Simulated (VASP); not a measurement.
# MgO (Cm) in VASP: notebook

Runs on MgO. Level: PBE. Tasks: single point.

All numbers are computed with VASP 6.6.1; they aren't measurements. Logs are shortened: lines on timing, memory, paths and dates and some standing lists are left out, and cuts for length are marked.

## 1. The cell of the first run

It takes space group Cm (No. 8, monoclinic). Conventional cell: a = 5.088 Å, b = 2.938 Å, c = 2.680 Å, α = 90.00°, β = 90.00°, γ = 90.00°. Within 2.8 Å of Mg (site symmetry m) lie 6 O at 2.09 to 2.26 Å and 2 Mg at 2.68 Å. Within 2.8 Å of O (site symmetry m) lie 6 Mg at 2.09 to 2.26 Å and 2 O at 2.68 Å.

## 2. Single point, PBE

The input, INCAR:

```
PREC     = Accurate       # precision mode
ENCUT    = 520            # plane-wave cutoff, eV
EDIFF    = 1E-6           # SCF threshold, eV
ISMEAR   = 0              # smearing method
SIGMA    = 0.05           # smearing width, eV
LREAL    = False          # projectors in reciprocal space
LASPH    = True           # aspherical terms in the spheres
NELM     = 80             # most SCF steps
ALGO     = Normal         # electronic algorithm
ISIF     = 2              # what is computed and relaxed
LWAVE    = False          # write WAVECAR
LCHARG   = True           # write CHGCAR
GGA      = PE             # functional
LELF     = True           # ELF
LVHAR    = True         
NBANDS   = 11             # bands
```

The input, KPOINTS:

```
regular mesh
0
Gamma
  12 12 8
```

The input, POSCAR:

```
MgO
1.0
    2.9377244759      0.0000000000      0.0000000000
   -1.4688622380      2.5441440255      0.0000000000
    0.0000000000      0.0000000000      2.6797873418
Mg O
1 1
Direct
    0.0308428631      0.0154214316      0.0231321473
    0.3333333333      0.6666666667      0.5000000000
```

Potentials or basis: VASP PAW PBE potentials, release 64 (Mg, O).

Run with:

```console
$ cat potpaw_PBE.64/Mg/POTCAR potpaw_PBE.64/O/POTCAR > POTCAR
$ mpirun -np 1 vasp_std > vasp.out
```

OUTCAR:

```text
PREC = Accurate
   ENCUT = 520
   EDIFF = 1E-6
   ISMEAR = 0
   LREAL = False
   LASPH = True
   NELM = 80
   ISIF = 2
   GGA = PE

 ion  position               nearest neighbor table
   1  0.031  0.015  0.023-   2 2.09   2 2.09   2 2.17   2 2.17   2 2.19   2 2.26
   2  0.333  0.667  0.500-   1 2.09   1 2.09   1 2.17   1 2.17   1 2.19   1 2.26

  LATTYP: Found a hexagonal cell.
 ALAT       =     2.9377244759
 C/A-ratio  =     0.9121983235

  Lattice vectors:

 A1 = (   2.9377244759,   0.0000000000,   0.0000000000)
 A2 = (  -1.4688622380,   2.5441440255,   0.0000000000)
 A3 = (   0.0000000000,   0.0000000000,   2.6797873418)

Analysis of symmetry for initial positions (statically):
=====================================================================
 Subroutine PRICEL returns:
 Original cell was already a primitive cell.

 Routine SETGRP: Setting up the symmetry group for a
 hexagonal supercell.

 Subroutine GETGRP returns: Found  2 space group operations
 (whereof  2 operations were pure point group operations)
 out of a pool of 24 trial point group operations.

The static configuration has the point symmetry C_1h.

Analysis of symmetry for dynamics (positions and initial velocities):
=====================================================================
 Subroutine PRICEL returns:
 Original cell was already a primitive cell.

 Routine SETGRP: Setting up the symmetry group for a
 hexagonal supercell.

 Subroutine GETGRP returns: Found  2 space group operations
 (whereof  2 operations were pure point group operations)
 out of a pool of 24 trial point group operations.

The dynamic configuration has the point symmetry C_1h.

 Subroutine INISYM returns: Found  2 space group operations
 (whereof  2 operations are pure point group operations),
 and found     1 'primitive' translations

----------------------------------------------------------------------------------------

                                     Primitive cell

  volume of cell :      20.0287

  direct lattice vectors                    reciprocal lattice vectors
     2.937724476  0.000000000  0.000000000     0.340399519  0.196529754  0.000000000
    -1.468862238  2.544144026  0.000000000     0.000000000  0.393059508  0.000000000
     0.000000000  0.000000000  2.679787342     0.000000000  0.000000000  0.373163939

  length of vectors
[... 83 lines left out ...]
   LREAL  =      F    real-space projection
   EDIFFG = 0.1E-04   stopping-criterion for IOM
   NSW    =      0    number of steps for IOM
   IBRION =     -1    ionic relax: 0-MD 1-quasi-New 2-CG
   NFREE  =      0    steps in history (QN), initial steepest desc. (CG)
   ISIF   =      2    stress and relaxation
   ISYM   =      2    0-nonsym 1-usesym 2-fastsym
   POTIM  = 0.5000    time-step for ionic-motion
   TEBEG  =    0.0;   TEEND  =   0.0 temperature during run
   PSTRESS=    0.0 pullay stress
   NELECT =       8.0000    total number of electrons
   NUPDOWN=      -1.0000    fix difference up-down
   EMIN   =  10.00;   EMAX   =-10.00  energy-range for DOS
   EFERMI =   0.00;   METHOD = LEGACY
   ISMEAR =     0;   SIGMA  =   0.05  broadening in eV -4-tet -1-fermi 0-gaus
   EFERMI_NEDOS =   21; number of points for ismear=-14 and -15
   IALGO  =     38    algorithm
   IMIX   =      4    mixing-type and parameters
     AMIX     =   0.40;   BMIX     =  1.00
     AMIX_MAG =   1.60;   BMIX_MAG =  1.00
  volume/ion in A,a.u.               =      10.01        67.58
  Fermi-wavevector in a.u.,A,eV,Ry     =   1.205648  2.278344 19.777247  1.453587
  Thomas-Fermi vector in A             =   2.341338
   LORBIT       =      0    0 simple, 1 ext, 2 COOP (PROOUT), +10 PAW based schemes
   GGA     = PE    functional components
   LHFCALC =     F    Hartree Fock is set to
   AEXX    =    0.0000 exact exchange contribution
   IVDW    =     0    specifies the selected vdW correction
   LEPSILON=     F    determine dielectric tensor
   LRPA    =     F    only Hartree local field effects (RPA)
 non-spin polarized calculation
 Gauss-broadening in eV      SIGMA  =   0.05
  energy-cutoff  :      520.00
  volume of cell :       20.03
 maximum number of plane-waves:       562
 NGX is ok and might be reduce to    24
   NGX = 11   NGY = 11   NGZ =  9

 number of electron       7.9999996 magnetization

 Free energy of the ion-electron system (eV)
  ---------------------------------------------------
  ext. energy  EPLUGINS =         0.00000000
  ---------------------------------------------------
  free energy    TOTEN  =       -11.21369349 eV

  energy without entropy =      -11.21369349  energy(sigma->0) =      -11.21369349

 E-fermi :   3.5971     XC(G=0): -10.7314

 val. band max:        3.2985546788   @ k =   0.3333   0.3333   0.0000
 cond. band min:       6.2955866555   @ k =   0.0000   0.0000   0.0000
 fundamental gap:      2.9970319766
 Fermi energy:         3.5971004082

 k-point     1 :       0.0000    0.0000    0.0000
  band No.  band energies     occupation
      1     -14.1348      2.00000
      2       2.6449      2.00000
      3       2.7453      2.00000
      4       2.8934      2.00000
      5       6.2956      0.00000
      6      15.1968      0.00000
      7      18.7558      0.00000
      8      19.0019      0.00000
      9      22.8915      0.00000
     10      24.4154      0.00000
     11      25.5380      0.00000
[... 309 lines left out ...]
 k-point    24 :      -0.4167    0.3333    0.0000
  band No.  band energies     occupation
      1     -13.2492      2.00000
      2      -1.0610      2.00000
      3       1.8526      2.00000
      4       3.1984      2.00000
      5       9.8555      0.00000
      6      13.7311      0.00000
      7      16.8270      0.00000
      8      20.6915      0.00000
      9      22.5791      0.00000
     10      24.9036      0.00000
     11      27.3100      0.00000

 [... further k-points ...]
[... 5 lines left out ...]
  --------------------------------------------------------------------------------------
  -------------------------------------------------------------------------------------
  Total        0.0049694      0.0016398      0.0184367      0.0028836      0.0479159      0.0829927
  in kB        0.3975248      0.1311714      1.4748295      0.2306688      3.8329844      6.6389217
  external PRESSURE =       0.6678419 kB  Pullay stress =       0.0000000 kB

 VOLUME and BASIS-vectors are now :
 -----------------------------------------------------------------------------
  energy-cutoff  :      520.00
  volume of cell :       20.03
      direct lattice vectors                 reciprocal lattice vectors
     2.937724476  0.000000000  0.000000000     0.340399519  0.196529754  0.000000000
    -1.468862238  2.544144026  0.000000000     0.000000000  0.393059508  0.000000000
     0.000000000  0.000000000  2.679787342     0.000000000  0.000000000  0.373163939

 POSITION                                       TOTAL-FORCE (eV/Angst)
 -----------------------------------------------------------------------------------
      0.06796      0.03923      0.06199        -0.208368     -0.120301     -0.229868
     -0.00000      1.69610      1.33989         0.208368      0.120301      0.229868
 -----------------------------------------------------------------------------------
    total drift:                                0.000097      0.000056      0.000219

  FREE ENERGIE OF THE ION-ELECTRON SYSTEM (eV)
  ---------------------------------------------------
  free  energy   TOTEN  =       -11.2136934929 eV

  energy  without entropy=      -11.2136934929  energy(sigma->0) =      -11.21369349
```

OSZICAR:

```text
N       E                     dE             d eps       ncg     rms          rms(c)
DAV:   1     0.144578179130E+02    0.14458E+02   -0.45072E+03  8040   0.638E+02
DAV:   2    -0.123601083593E+02   -0.26818E+02   -0.26139E+02  8139   0.134E+02
DAV:   3    -0.129813905131E+02   -0.62128E+00   -0.62087E+00  8394   0.180E+01
DAV:   4    -0.129830132653E+02   -0.16228E-02   -0.16227E-02  7684   0.105E+00
DAV:   5    -0.129830191201E+02   -0.58548E-05   -0.58548E-05  8320   0.616E-02    0.740E+00
DAV:   6    -0.112648760406E+02    0.17181E+01   -0.99505E+00  7130   0.168E+01    0.241E+00
DAV:   7    -0.112315567282E+02    0.33319E-01   -0.77865E-02  7766   0.238E+00    0.139E+00
DAV:   8    -0.112141095510E+02    0.17447E-01   -0.37976E-02  7265   0.208E+00    0.268E-01
DAV:   9    -0.112137868135E+02    0.32274E-03   -0.33001E-04  8402   0.135E-01    0.191E-01
DAV:  10    -0.112136944149E+02    0.92399E-04   -0.71113E-04  7336   0.209E-01    0.146E-02
DAV:  11    -0.112136929084E+02    0.15064E-05   -0.12184E-05  8075   0.271E-02    0.813E-03
DAV:  12    -0.112136934929E+02   -0.58444E-06   -0.27744E-06  7510   0.128E-02
   1 F= -.11213693E+02 E0= -.11213693E+02  d E =-.274865E-19
```

stdout:

```text
POSCAR found type information on POSCAR MgO
 POSCAR found :  2 types and       2 ions
 scaLAPACK will be used
 LDA part: xc-table for (Slater+PW92), standard interpolation
 POSCAR, INCAR and KPOINTS ok, starting setup
 FFT: planning ... GRIDC
 FFT: planning ... GRID_SOFT
 FFT: planning ... GRID
 WAVECAR not read
 entering main loop
```

Wall time 16 s (1 thread of Intel Xeon 6975P-C (Granite Rapids), shared host); peak memory 0.19 GiB.

What came out:

| Item | Value |
| --- | --- |
| Free energy | -11.2137 eV |
| Pressure | 0.1 GPa |
| Largest force | 0.333 eV/Å |
| Band gap on the k mesh | 3.00 eV, indirect (least direct gap 3.40 eV) |

Forces in eV/Å, atoms in the order of the input:
```
Mg  -0.208 -0.120 -0.230
O    0.208  0.120  0.230
```

Stress tensor (GPa, compression positive):
```
0.04 0.02 0.66
0.02 0.01 0.38
0.66 0.38 0.15
```

Levels at points of the mesh, in eV from the valence-band top:
```
           k point  band 1  band 2  band 3  band 4  band 5  band 6  band 7  band 8
(0.00, 0.00, 0.00)  -17.43   -0.65   -0.55   -0.41    3.00   11.90   15.46   15.70
(0.50, 0.00, 0.00)  -16.41   -4.84   -1.37   -0.03    6.76   10.50   12.92   17.79
(0.00, 0.50, 0.00)  -16.40   -4.89   -1.29   -0.06    6.53   10.49   13.21   17.81
(0.00, 0.00, 0.50)  -16.36   -5.34   -0.19   -0.01    8.28    8.99   17.54   17.64
(0.50, 0.00, 0.50)  -15.64   -3.69   -3.29   -0.90    5.65   11.35   14.36   14.85
(0.00, 0.50, 0.50)  -15.65   -3.71   -3.38   -0.78    5.91   11.44   13.62   14.91
```

Caveat: the cell differs from its parent crystal (all Mg atoms moved -0.100 Å, as atom 1 towards its neighbour atom 2 (O) at 2.161 Å).

## 3. Single point, PBE

The input, INCAR:

```
SYSTEM = MgO
PREC = Accurate
ENCUT = 520
EDIFF = 1E-6
ISMEAR = 0
SIGMA = 0.05
LREAL = .FALSE.
LASPH = .TRUE.
NELM = 100
ALGO = Normal
ISIF = 2
LWAVE = .FALSE.
LCHARG = .TRUE.
GGA = PE
LELF = .TRUE.
LVHAR = .TRUE.
NBANDS = 11
```

The input, KPOINTS:

```
Automatic mesh
0
G
  12 12 8
  0 0 0
```

POSCAR, as its differences from that of step 2:

```diff
@@ -8,3 +8,3 @@
 Direct
-    0.0308428631      0.0154214316      0.0231321473
+   -0.0231321473     -0.0115660737     -0.0173491105
     0.3333333333      0.6666666667      0.5000000000
```

Potentials or basis: VASP PAW PBE potentials, release 64 (Mg, O).

Run with:

```console
$ cat potpaw_PBE.64/Mg/POTCAR potpaw_PBE.64/O/POTCAR > POTCAR
$ mpirun -np 1 vasp_std > vasp.out
```

Wall time 17 s (1 thread of Intel Xeon 6975P-C (Granite Rapids), shared host); peak memory 0.19 GiB.

The run converged. Its results:

* Free energy: -11.2201 eV
* Pressure: -0.2 GPa
* Largest force: 0.286 eV/Å
* Band gap on the k mesh: 3.00 eV, indirect (least direct gap 3.40 eV)

Forces on the atoms (eV/Å):
```
Mg   0.199  0.115  0.169
O   -0.199 -0.115 -0.169
```

Stress tensor (GPa, compression positive):
```
-0.16  0.12  0.47
 0.12 -0.29  0.27
 0.47  0.27 -0.19
```

Levels at points of the mesh, in eV from the valence-band top:
| k point | band 1 | band 2 | band 3 | band 4 | band 5 | band 6 | band 7 | band 8 | band 9 |
| --- | --- | --- | --- | --- | --- | --- | --- | --- | --- |
| (0.00, 0.00, 0.00) | -17.43 | -0.64 | -0.57 | -0.40 | 3.00 | 11.89 | 15.50 | 15.66 | 19.69 |
| (0.50, 0.00, 0.00) | -16.39 | -4.90 | -1.28 | -0.06 | 6.49 | 10.49 | 13.27 | 17.81 | 19.00 |
| (0.00, 0.50, 0.00) | -16.40 | -4.86 | -1.33 | -0.04 | 6.66 | 10.52 | 13.02 | 17.80 | 18.84 |
| (0.00, 0.00, 0.50) | -16.36 | -5.34 | -0.16 | -0.03 | 8.28 | 9.00 | 17.50 | 17.64 | 18.34 |
| (0.50, 0.00, 0.50) | -15.65 | -3.71 | -3.39 | -0.77 | 5.95 | 11.47 | 13.61 | 14.93 | 15.20 |
| (0.00, 0.50, 0.50) | -15.64 | -3.70 | -3.33 | -0.85 | 5.76 | 11.39 | 14.03 | 14.84 | 15.32 |

Caveat: the cell differs from its parent crystal (all Mg atoms moved +0.075 Å, as atom 1 towards its neighbour atom 2 (O) at 2.161 Å).

## 4. Single point, PBE

The input, INCAR:

```
SYSTEM = MgO
PREC = Accurate ; ENCUT = 520
EDIFF = 1E-7 ; ISMEAR = 0
SIGMA = 0.05 ; LREAL = .False.
LASPH = .True. ; NELM = 80
ALGO = Normal ; ISIF = 2
LWAVE = .False. ; LCHARG = .False.
GGA = PE ; NBANDS = 11
```

The input, KPOINTS:

```
regular mesh
0
Gamma
  12 12 8
  0 0 0
```

POSCAR, as its differences from that of step 3:

```diff
@@ -8,3 +8,3 @@
 Direct
-   -0.0231321473     -0.0115660737     -0.0173491105
+    0.0154214316      0.0077107158      0.0115660737
     0.3333333333      0.6666666667      0.5000000000
```

Potentials or basis: VASP PAW PBE potentials, release 64 (Mg, O).

Run with:

```console
$ cat potpaw_PBE.64/Mg/POTCAR potpaw_PBE.64/O/POTCAR > POTCAR
$ mpirun -np 1 vasp_std > vasp.out
```

OUTCAR:

```text
SYSTEM = MgO
   PREC = Accurate
   ENCUT = 520
   EDIFF = 1E-7
   ISMEAR = 0
   LREAL = .False.
   LASPH = .True.
   NELM = 80
   ISIF = 2
   GGA = PE

 ion  position               nearest neighbor table
   1  0.015  0.008  0.012-   2 2.13   2 2.13   2 2.17   2 2.17   2 2.17   2 2.21
   2  0.333  0.667  0.500-   1 2.13   1 2.13   1 2.17   1 2.17   1 2.17   1 2.21

  LATTYP: Found a hexagonal cell.
 ALAT       =     2.9377244759
 C/A-ratio  =     0.9121983235

  Lattice vectors:

 A1 = (   2.9377244759,   0.0000000000,   0.0000000000)
 A2 = (  -1.4688622380,   2.5441440255,   0.0000000000)
 A3 = (   0.0000000000,   0.0000000000,   2.6797873418)

Analysis of symmetry for initial positions (statically):
=====================================================================
 Subroutine PRICEL returns:
 Original cell was already a primitive cell.

 Routine SETGRP: Setting up the symmetry group for a
 hexagonal supercell.

 Subroutine GETGRP returns: Found  2 space group operations
 (whereof  2 operations were pure point group operations)
 out of a pool of 24 trial point group operations.

The static configuration has the point symmetry C_1h.

Analysis of symmetry for dynamics (positions and initial velocities):
[... 166 lines left out ...]

 k-point     1 :       0.0000    0.0000    0.0000
  band No.  band energies     occupation
      1     -14.1297      2.00000
      2       2.6771      2.00000
      3       2.7263      2.00000
      4       2.9005      2.00000
      5       6.3027      0.00000
      6      15.1795      0.00000
      7      18.8148      0.00000
      8      18.9338      0.00000
      9      23.0654      0.00000
     10      24.2477      0.00000
     11      25.6504      0.00000
[... 309 lines left out ...]
 k-point    24 :      -0.4167    0.3333    0.0000
  band No.  band energies     occupation
      1     -13.2442      2.00000
      2      -1.0539      2.00000
      3       1.8521      2.00000
      4       3.2058      2.00000
      5       9.8806      0.00000
      6      13.7298      0.00000
      7      16.7996      0.00000
      8      20.7626      0.00000
      9      22.5411      0.00000
     10      24.8093      0.00000
     11      27.3112      0.00000

 [... further k-points ...]
[... 5 lines left out ...]
  --------------------------------------------------------------------------------------
  -------------------------------------------------------------------------------------
  Total       -0.0554680     -0.0572130     -0.0645330      0.0015112      0.0127966      0.0221644
  in kB       -4.4371057     -4.5766947     -5.1622565      0.1208876      1.0236520      1.7730165
  external PRESSURE =      -4.7253523 kB  Pullay stress =       0.0000000 kB

 VOLUME and BASIS-vectors are now :
 -----------------------------------------------------------------------------
  energy-cutoff  :      520.00
  volume of cell :       20.03
      direct lattice vectors                 reciprocal lattice vectors
     2.937724476  0.000000000  0.000000000     0.340399519  0.196529754  0.000000000
    -1.468862238  2.544144026  0.000000000     0.000000000  0.393059508  0.000000000
     0.000000000  0.000000000  2.679787342     0.000000000  0.000000000  0.373163939

 POSITION                                       TOTAL-FORCE (eV/Angst)
 -----------------------------------------------------------------------------------
      0.03398      0.01962      0.03099        -0.109435     -0.063182     -0.110574
     -0.00000      1.69610      1.33989         0.109435      0.063182      0.110574
 -----------------------------------------------------------------------------------
    total drift:                                0.000081      0.000047      0.000157

  FREE ENERGIE OF THE ION-ELECTRON SYSTEM (eV)
  ---------------------------------------------------
  free  energy   TOTEN  =       -11.2261591308 eV

  energy  without entropy=      -11.2261591308  energy(sigma->0) =      -11.22615913
```

Run time: 18 s. Hardware: 1 thread of Intel Xeon 6975P-C (Granite Rapids), shared host; peak memory 0.19 GiB.

What came out:

| Item | Value |
| --- | --- |
| Free energy | -11.2262 eV |
| Pressure | -0.5 GPa |
| Largest force | 0.168 eV/Å |
| Band gap on the k mesh | 3.00 eV, indirect (least direct gap 3.40 eV) |

Forces in eV/Å, atoms in the order of the input:
```
Mg  -0.109 -0.063 -0.111
O    0.109  0.063  0.111
```

Stress tensor (GPa, compression positive):
```
-0.44  0.01  0.18
 0.01 -0.46  0.10
 0.18  0.10 -0.52
```

Caveat: the cell differs from its parent crystal (all Mg atoms moved -0.050 Å, as atom 1 towards its neighbour atom 2 (O) at 2.161 Å).

## 5. Single point, PBE

The input, INCAR:

```
PREC = Accurate ; ENCUT = 520
EDIFF = 1E-6 ; ISMEAR = 0
SIGMA = 0.05 ; LREAL = F
LASPH = T ; NELM = 100
ALGO = Normal ; ISIF = 2
LWAVE = F ; LCHARG = F
GGA = PE ; NBANDS = 11
```

The input, KPOINTS:

```
Automatic mesh
0
Gamma
  12 12 8
```

POSCAR, as its differences from that of step 4:

```diff
@@ -8,3 +8,3 @@
 Direct
-    0.0154214316      0.0077107158      0.0115660737
+   -0.0077107158     -0.0038553579     -0.0057830368
     0.3333333333      0.6666666667      0.5000000000
```

Run with:

```console
$ cat potpaw_PBE.64/Mg/POTCAR potpaw_PBE.64/O/POTCAR > POTCAR
$ mpirun -np 1 vasp_std > vasp.out
```

Run time: 17 s. Hardware: 1 thread of Intel Xeon 6975P-C (Granite Rapids), shared host; peak memory 0.19 GiB.

It converged, with:

```
Free energy            : -11.2293 eV
Pressure               : -0.6 GPa
Largest force          : 0.089 eV/Å
Band gap on the k mesh : 3.00 eV, indirect (least direct gap 3.40 eV)
```

Forces in eV/Å, atoms in the order of the input:
```
Mg   0.061  0.035  0.055
O   -0.061 -0.035 -0.055
```

Stress tensor (GPa, compression positive):
```
-0.55  0.01  0.05
 0.01 -0.56  0.03
 0.05  0.03 -0.67
```

Levels at points of the mesh, in eV from the valence-band top:
```
           k point  band 1  band 2  band 3  band 4  band 5  band 6  band 7  band 8
(0.00, 0.00, 0.00)  -17.43   -0.61   -0.59   -0.40    3.00   11.87   15.54   15.60
(0.50, 0.00, 0.00)  -16.40   -4.88   -1.30   -0.05    6.56   10.52   13.14   17.80
(0.00, 0.50, 0.00)  -16.40   -4.87   -1.32   -0.05    6.62   10.53   13.06   17.80
(0.00, 0.00, 0.50)  -16.36   -5.35   -0.12   -0.07    8.28    9.00   17.54   17.58
(0.50, 0.00, 0.50)  -15.65   -3.71   -3.36   -0.81    5.87   11.43   13.85   14.88
(0.00, 0.50, 0.50)  -15.64   -3.71   -3.34   -0.83    5.80   11.41   14.01   14.85
```

Caveat: the cell differs from its parent crystal (all Mg atoms moved +0.025 Å, as atom 1 towards its neighbour atom 2 (O) at 2.161 Å). A k mesh can miss the band edges.
